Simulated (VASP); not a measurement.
# Si (Cmc2_1) in VASP: notebook

Runs on Si. Level: r2SCAN. Tasks: single point.

All numbers are computed with VASP 6.6.1; they aren't measurements. Logs are shortened: lines on timing, memory, paths and dates and some standing lists are left out, and cuts for length are marked.

### Step 1. The cell of the first run

The structure is orthorhombic, space group Cmc2_1 (No. 36). The conventional cell has a = 3.832 Å, b = 6.637 Å, c = 6.342 Å, α = 90.00°, β = 90.00°, γ = 90.00°. Within 3.1 Å of Si (site symmetry m) lie 4 Si at 2.35 to 2.40 Å. Si (site symmetry m) has 4 Si at 2.35 to 2.40 Å within 3.1 Å.

### Step 2. Single point, r2SCAN (atoms displaced along a vibrational mode)

The input, POSCAR:

```
Si
1.0
   -3.8319083593      0.0000000000      0.0000000000
    0.0000000000      0.0000000000     -6.3418199252
    0.0000000000     -6.6370599682      0.0000000000
Si
8
Direct
    0.5000000000      0.9369091215      0.1930337631
    1.0000000000      0.9369091215      0.6930337631
    0.0000000000      0.4369091215      0.3069662369
    0.5000000000      0.4369091215      0.8069662369
    0.5000000000      0.5630908785      0.1402995703
    1.0000000000      0.5630908785      0.6402995703
    0.0000000000      0.0630908785      0.3597004297
    0.5000000000      0.0630908785      0.8597004297
```

The input, INCAR.step1:

```
PREC = Accurate
ENCUT = 550
ISMEAR = 0
SIGMA = 0.05
LREAL = False
LASPH = True
NELM = 120
NBANDS = 26
GGA = PE
ALGO = Normal
EDIFF = 1E-5
LWAVE = True
LCHARG = False
GGA_COMPAT = False
```

The input, INCAR.step2:

```
PREC = Accurate
ENCUT = 550
EDIFF = 1E-6
ISMEAR = 0
SIGMA = 0.05
LREAL = False
LASPH = True
NELM = 120
ALGO = Normal
ISIF = 2
LWAVE = False
LCHARG = False
METAGGA = R2SCAN
LMIXTAU = True
NBANDS = 26
ISTART = 1
GGA_COMPAT = False
```

The input, KPOINTS:

```
Automatic mesh
0
Gamma
  8 4 4
```

Potentials or basis: VASP PAW PBE potentials, release 64 (Si).

Started as:

```bash
> cat potpaw_PBE.64/Si/POTCAR > POTCAR
> cp INCAR.step1 INCAR
> mpirun -np 1 vasp_std > vasp.out
> cp INCAR.step2 INCAR
> mpirun -np 1 vasp_std > vasp.out
```

OUTCAR:

```text
PREC = Accurate
   ENCUT = 550
   EDIFF = 1E-6
   ISMEAR = 0
   LREAL = False
   LASPH = True
   NELM = 120
   ISIF = 2
   METAGGA = R2SCAN
   ISTART = 1

 ion  position               nearest neighbor table
   1  0.500  0.937  0.193-   7 2.35   7 2.35   8 2.35   5 2.40
   2  0.000  0.937  0.693-   8 2.35   8 2.35   7 2.35   6 2.40
   3  0.000  0.437  0.307-   5 2.35   5 2.35   6 2.35   7 2.40
   4  0.500  0.437  0.807-   6 2.35   6 2.35   5 2.35   8 2.40
   5  0.500  0.563  0.140-   3 2.35   3 2.35   4 2.35   1 2.40
   6  0.000  0.563  0.640-   4 2.35   4 2.35   3 2.35   2 2.40
   7  0.000  0.063  0.360-   1 2.35   1 2.35   2 2.35   3 2.40
   8  0.500  0.063  0.860-   2 2.35   2 2.35   1 2.35   4 2.40

  LATTYP: Found a simple orthorhombic cell.
 ALAT       =     3.8319083593
 B/A-ratio  =     1.6550030247
 C/A-ratio  =     1.7320508076

  Lattice vectors:

 A1 = (  -3.8319083593,   0.0000000000,   0.0000000000)
 A2 = (   0.0000000000,   0.0000000000,  -6.3418199252)
 A3 = (   0.0000000000,  -6.6370599682,   0.0000000000)

Analysis of symmetry for initial positions (statically):
=====================================================================
 Subroutine PRICEL returns following result:

  LATTYP: Found a hexagonal cell.
 ALAT       =     3.8319083593
 C/A-ratio  =     1.6550030248

  Lattice vectors:

 A1 = (  -1.9159541796,  -3.3185299841,   0.0000000000)
 A2 = (  -1.9159541796,   3.3185299841,   0.0000000000)
 A3 = (   0.0000000000,   0.0000000000,  -6.3418199252)

   2 primitive cells build up your supercell.

 Routine SETGRP: Setting up the symmetry group for a
 simple orthorhombic supercell.

 Subroutine GETGRP returns: Found  4 space group operations
 (whereof  2 operations were pure point group operations)
 out of a pool of  8 trial point group operations.

The static configuration has the point symmetry C_1h.
 The point group associated with its full space group is C_2v.

Analysis of symmetry for dynamics (positions and initial velocities):
=====================================================================
 Subroutine PRICEL returns following result:

  LATTYP: Found a hexagonal cell.
 ALAT       =     3.8319083593
 C/A-ratio  =     1.6550030248

  Lattice vectors:

 A1 = (  -1.9159541796,  -3.3185299841,   0.0000000000)
 A2 = (  -1.9159541796,   3.3185299841,   0.0000000000)
 A3 = (   0.0000000000,   0.0000000000,  -6.3418199252)

   2 primitive cells build up your supercell.

 Routine SETGRP: Setting up the symmetry group for a
 simple orthorhombic supercell.

 Subroutine GETGRP returns: Found  4 space group operations
 (whereof  2 operations were pure point group operations)
 out of a pool of  8 trial point group operations.

The dynamic configuration has the point symmetry C_1h.
 The point group associated with its full space group is C_2v.

 Subroutine INISYM returns: Found  4 space group operations
 (whereof  2 operations are pure point group operations),
 and found     2 'primitive' translations

----------------------------------------------------------------------------------------

                                     Primitive cell

  volume of cell :      80.6445

  direct lattice vectors                    reciprocal lattice vectors
    -1.915954180 -3.318529984  0.000000000    -0.260966575 -0.150669122  0.000000000
    -1.915954180  3.318529984  0.000000000    -0.260966575  0.150669122  0.000000000
     0.000000000  0.000000000 -6.341819925     0.000000000  0.000000000 -0.157683443

  length of vectors
     3.831908359  3.831908359  6.341819925     0.301338245  0.301338245  0.157683443

  position of ions in fractional coordinates (direct lattice)
     0.693033763  0.306966237  0.936909122
     0.306966237  0.693033763  0.436909122
     0.640299570  0.359700430  0.563090878
     0.359700430  0.640299570  0.063090878

  ion indices of the primitive-cell ions
   primitive index   ion index
                 1           1
                 2           4
                 3           5
                 4           8

----------------------------------------------------------------------------------------

 KPOINTS: Automatic mesh

Automatic generation of k-mesh.
 Grid dimensions read from file:
 generate k-points for:    8    4    4

 Generating k-lattice:

  Cartesian coordinates                     Fractional coordinates (reciprocal lattice)
    -0.032620822  0.000000000  0.000000000     0.125000000  0.000000000  0.000000000
     0.000000000  0.000000000 -0.039420861     0.000000000  0.250000000  0.000000000
     0.000000000 -0.037667281  0.000000000     0.000000000  0.000000000  0.250000000

  Length of vectors
     0.032620822  0.039420861  0.037667281

  Shift w.r.t. Gamma in fractional coordinates (k-lattice)
     0.000000000  0.000000000  0.000000000

 Subroutine IBZKPT returns following result:
 ===========================================

 Found     45 irreducible k-points:

 Following reciprocal coordinates:
            Coordinates               Weight
  0.000000  0.000000  0.000000      1.000000
  0.125000  0.000000  0.000000      2.000000
  0.250000  0.000000  0.000000      2.000000
  0.375000  0.000000  0.000000      2.000000
  0.500000  0.000000  0.000000      1.000000
  0.000000  0.250000  0.000000      2.000000
[... 16 lines left out ...]
  0.250000  0.250000  0.250000      8.000000
  0.375000  0.250000  0.250000      8.000000
 [... further k-points ...]
   k-points           NKPTS =     45   k-points in BZ     NKDIM =     45   number of bands    NBANDS=     26
   number of dos      NEDOS =    301   number of ions     NIONS =      8
   total plane-waves  NPLWV =  81000
   dimension x,y,z NGX =    30 NGY =   50 NGZ =   54
   dimension x,y,z NGXF=    60 NGYF=  100 NGZF=  108
   ions per type =               8
   NGX,Y,Z   is equivalent  to a cutoff of  13.02, 13.11, 13.53 a.u.
   NGXF,Y,Z  is equivalent  to a cutoff of  26.03, 26.21, 27.05 a.u.
 SYSTEM =  unknown system
   PREC   = accura    normal or accurate (medium, high low for compatibility)
   ISTART =      1    job   : 0-new  1-cont  2-samecut
   ICHARG =      0    charge: 1-file 2-atom 10-const
   ISPIN  =      1    spin polarized calculation?
   LNONCOLLINEAR =      F non collinear calculations
   LSORBIT =      F    spin-orbit coupling
   LASPH  =      T    aspherical Exc in radial PAW
   ENCUT  =  550.0 eV  40.42 Ry    6.36 a.u.   7.33 12.13 12.69*2*pi/ulx,y,z
   NELM   =    120;   NELMIN=  2; NELMDL=  0     # of ELM steps
   EDIFF  = 0.1E-05   stopping-criterion for ELM
   LREAL  =      F    real-space projection
   EDIFFG = 0.1E-04   stopping-criterion for IOM
   NSW    =      0    number of steps for IOM
   IBRION =     -1    ionic relax: 0-MD 1-quasi-New 2-CG
   NFREE  =      0    steps in history (QN), initial steepest desc. (CG)
   ISIF   =      2    stress and relaxation
   ISYM   =      2    0-nonsym 1-usesym 2-fastsym
   POTIM  = 0.5000    time-step for ionic-motion
   TEBEG  =    0.0;   TEEND  =   0.0 temperature during run
   PSTRESS=    0.0 pullay stress
   NELECT =      32.0000    total number of electrons
   NUPDOWN=      -1.0000    fix difference up-down
   EMIN   =  10.00;   EMAX   =-10.00  energy-range for DOS
   EFERMI =   0.00;   METHOD = LEGACY
   ISMEAR =     0;   SIGMA  =   0.05  broadening in eV -4-tet -1-fermi 0-gaus
   EFERMI_NEDOS =   21; number of points for ismear=-14 and -15
   IALGO  =     38    algorithm
   IMIX   =      4    mixing-type and parameters
     AMIX     =   0.40;   BMIX     =  1.00
     AMIX_MAG =   1.60;   BMIX_MAG =  1.00
  volume/ion in A,a.u.               =      20.16       136.05
  Fermi-wavevector in a.u.,A,eV,Ry     =   0.954824  1.804355 12.404275  0.911688
  Thomas-Fermi vector in A             =   2.083606
   LORBIT       =      0    0 simple, 1 ext, 2 COOP (PROOUT), +10 PAW based schemes
   METAGGA = R2SCAN    functional components
   LHFCALC =     F    Hartree Fock is set to
   AEXX    =    0.0000 exact exchange contribution
   IVDW    =     0    specifies the selected vdW correction
   LEPSILON=     F    determine dielectric tensor
   LRPA    =     F    only Hartree local field effects (RPA)
 non-spin polarized calculation
 Gauss-broadening in eV      SIGMA  =   0.05
  energy-cutoff  :      550.00
  volume of cell :      161.29
 maximum number of plane-waves:      4756
 NGX is ok and might be reduce to    30
   NGX = 15   NGY = 25   NGZ = 25

 number of electron      31.9999999 magnetization

 Free energy of the ion-electron system (eV)
  ---------------------------------------------------
  ext. energy  EPLUGINS =         0.00000000
  ---------------------------------------------------
  free energy    TOTEN  =       -69.92972427 eV

  energy without entropy =      -69.92972427  energy(sigma->0) =      -69.92972427

 E-fermi :   6.0996     XC(G=0):  -9.8356

 val. band max:        5.8724315954   @ k =   0.0000   0.0000   0.0000
 cond. band min:       6.5752801927   @ k =   0.0000   0.0000   0.0000
 fundamental gap:      0.7028485972
 Fermi energy:         6.0996085804

 k-point     1 :       0.0000    0.0000    0.0000
  band No.  band energies     occupation
      1      -6.8081      2.00000
      2      -4.4725      2.00000
      3      -4.4399      2.00000
      4      -2.9139      2.00000
      5      -1.9558      2.00000
      6      -1.5172      2.00000
[... 18 lines left out ...]
     25       9.8749      0.00000
     26      10.2368      0.00000

 k-point     2 :       0.1250    0.0000    0.0000
  band No.  band energies     occupation
      1      -6.6643      2.00000
      2      -4.3253      2.00000
      3      -4.2931      2.00000
      4      -2.9171      2.00000
      5      -1.8282      2.00000
      6      -1.4411      2.00000
[... 18 lines left out ...]
     25      10.3242      0.00000
[... 608 lines left out ...]
     25      10.7190      0.00000
     26      11.2885      0.00000

 k-point    24 :       0.3750    0.2500    0.2500
  band No.  band energies     occupation
      1      -5.1852      2.00000
      2      -4.0561      2.00000
      3      -3.6881      2.00000
      4      -2.9753      2.00000
      5      -1.9166      2.00000
      6      -1.1522      2.00000
[... 18 lines left out ...]
     25      10.3967      0.00000
     26      10.8807      0.00000

 [... further k-points ...]

------------------------ aborting loop because EDIFF is reached ----------------------------------------

  FORCE on cell =-STRESS in cart. coord.  units (eV):
  Direction    XX          YY          ZZ          XY          YZ          ZX
  --------------------------------------------------------------------------------------
  -------------------------------------------------------------------------------------
  Total       -0.0220322     -0.6571297     -1.7116257      0.0000000      0.0000000      0.0000000
  in kB       -0.2188590     -6.5276509    -17.0025719      0.0000000      0.0000000      0.0000000
  external PRESSURE =      -7.9163606 kB  Pullay stress =       0.0000000 kB

 VOLUME and BASIS-vectors are now :
 -----------------------------------------------------------------------------
  energy-cutoff  :      550.00
  volume of cell :      161.29
      direct lattice vectors                 reciprocal lattice vectors
    -3.831908359  0.000000000  0.000000000    -0.260966575  0.000000000  0.000000000
     0.000000000  0.000000000 -6.341819925     0.000000000  0.000000000 -0.157683443
     0.000000000 -6.637059968  0.000000000     0.000000000 -0.150669122  0.000000000

 POSITION                                       TOTAL-FORCE (eV/Angst)
 -----------------------------------------------------------------------------------
     -1.91595     -1.28118     -5.94171         0.000000      0.239730      0.141892
      0.00000     -4.59971     -5.94171        -0.000000      0.239730      0.141892
      0.00000     -2.03735     -2.77080        -0.000000     -0.239730      0.141892
     -1.91595     -5.35588     -2.77080         0.000000     -0.239730      0.141892
     -1.91595     -0.93118     -3.57102        -0.000000     -0.260301     -0.141892
      0.00000     -4.24971     -3.57102        -0.000000     -0.260301     -0.141892
      0.00000     -2.38735     -0.40011        -0.000000      0.260301     -0.141892
     -1.91595     -5.70588     -0.40011         0.000000      0.260301     -0.141892
 -----------------------------------------------------------------------------------
    total drift:                                0.000000      0.000000     -0.000054

  FREE ENERGIE OF THE ION-ELECTRON SYSTEM (eV)
  ---------------------------------------------------
  free  energy   TOTEN  =       -69.9297242672 eV

  energy  without entropy=      -69.9297242672  energy(sigma->0) =      -69.92972427
```

Run time: 16 min. Hardware: 1 thread of Oxide Virtual Turin-like, shared host; peak memory 0.34 GiB.

Results:

| Item | Value |
| --- | --- |
| Free energy | -69.9297 eV |
| Pressure | -0.8 GPa |
| Largest force | 0.296 eV/Å |
| Band gap on the k mesh | 0.70 eV |

Forces on the atoms (eV/Å):
```
Si   0.000  0.240  0.142
Si   0.000  0.240  0.142
Si   0.000 -0.240  0.142
Si   0.000 -0.240  0.142
Si   0.000 -0.260 -0.142
Si   0.000 -0.260 -0.142
Si   0.000  0.260 -0.142
Si   0.000  0.260 -0.142
```

Stress tensor (GPa, compression positive):
```
-0.02  0.00  0.00
 0.00 -0.65  0.00
 0.00  0.00 -1.70
```

Caveat: the cell differs from its parent crystal (atoms displaced along a vibrational mode); the PAW data sets were made with another functional, which shifts forces and pressure a little. A k mesh can miss the band edges.

### Step 3. Single point, r2SCAN (atoms displaced along a vibrational mode)

The input, POSCAR:

```
Si
1.0
   -3.8319083593      0.0000000000      0.0000000000
    0.0000000000      0.0000000000     -6.3418199252
    0.0000000000     -6.6370599682      0.0000000000
Si
8
Direct
    0.5000000000      0.9369091215      0.1779668509
    1.0000000000      0.9369091215      0.6779668509
    0.0000000000      0.4369091215      0.3220331491
    0.5000000000      0.4369091215      0.8220331491
    0.5000000000      0.5630908785      0.1553664825
    1.0000000000      0.5630908785      0.6553664825
    0.0000000000      0.0630908785      0.3446335175
    0.5000000000      0.0630908785      0.8446335175
```

The input, INCAR.step1:

```
SYSTEM = Si
  PREC = Accurate
  ENCUT = 550
  ISMEAR = 0
  SIGMA = 0.05
  LREAL = .False.
  LASPH = .True.
  NELM = 120
  NBANDS = 26
  GGA = PE
  ALGO = Normal
  EDIFF = 1E-5
  LWAVE = .True.
  LCHARG = .False.
  GGA_COMPAT = .False.
```

The input, INCAR.step2:

```
SYSTEM = Si
  PREC = Accurate
  ENCUT = 550
  EDIFF = 1E-6
  ISMEAR = 0
  SIGMA = 0.05
  LREAL = .False.
  LASPH = .True.
  NELM = 120
  ALGO = Normal
  ISIF = 2
  LWAVE = .False.
  LCHARG = .False.
  METAGGA = R2SCAN
  LMIXTAU = .True.
  NBANDS = 26
  ISTART = 1
  GGA_COMPAT = .False.
```

The input, KPOINTS:

```
regular mesh
0
Gamma
  8 4 4
  0 0 0
```

Potentials or basis: VASP PAW PBE potentials, release 64 (Si).

Started as:

```bash
> cat potpaw_PBE.64/Si/POTCAR > POTCAR
> cp INCAR.step1 INCAR
> mpirun -np 1 vasp_std > vasp.out
> cp INCAR.step2 INCAR
> mpirun -np 1 vasp_std > vasp.out
```

Wall time 16 min (1 thread of Oxide Virtual Turin-like, shared host); peak memory 0.33 GiB.

It converged, with:

```yaml
Free_energy: -70.0663 eV
Pressure: -0.3 GPa
Largest_force: 0.102 eV/Å
Band_gap_on_the_k_mesh: 0.64 eV
```

Forces in eV/Å, atoms in the order of the input:
```
Si   0.000  0.096  0.024
Si   0.000  0.096  0.024
Si   0.000 -0.096  0.024
Si   0.000 -0.096  0.024
Si   0.000 -0.099 -0.024
Si   0.000 -0.099 -0.024
Si   0.000  0.099 -0.024
Si   0.000  0.099 -0.024
```

Stress tensor (GPa, compression positive):
```
-0.16  0.00  0.00
 0.00 -0.31  0.00
 0.00  0.00 -0.56
```

Levels at points of the mesh, in eV from the valence-band top:
```
           k point  band 13  band 14  band 15  band 16  band 17  band 18  band 19  band 20
(0.00, 0.00, 0.00)    -1.52    -0.35    -0.04     0.00     0.64     1.44     2.20     2.21
(0.50, 0.00, 0.00)    -2.89    -2.89    -2.71    -2.71     1.53     1.53     4.13     4.13
(0.00, 0.50, 0.00)    -0.96    -0.96    -0.96    -0.96     1.16     1.16     1.91     1.91
(0.50, 0.50, 0.00)    -2.36    -2.36    -2.36    -2.36     2.09     2.09     2.09     2.09
(0.00, 0.00, 0.50)    -1.43    -1.43    -0.92    -0.92     1.27     1.27     3.21     3.21
(0.50, 0.00, 0.50)    -3.07    -3.07    -1.54    -1.54     0.66     0.66     2.64     2.64
(0.00, 0.50, 0.50)    -1.92    -1.92    -1.92    -1.92     1.78     1.78     1.78     1.78
(0.50, 0.50, 0.50)    -2.45    -2.45    -2.45    -2.45     1.15     1.15     1.15     1.15
```

Caveat: the cell differs from its parent crystal (atoms displaced along a vibrational mode); the PAW data sets were made with another functional, which shifts forces and pressure a little. A k mesh can miss the band edges.
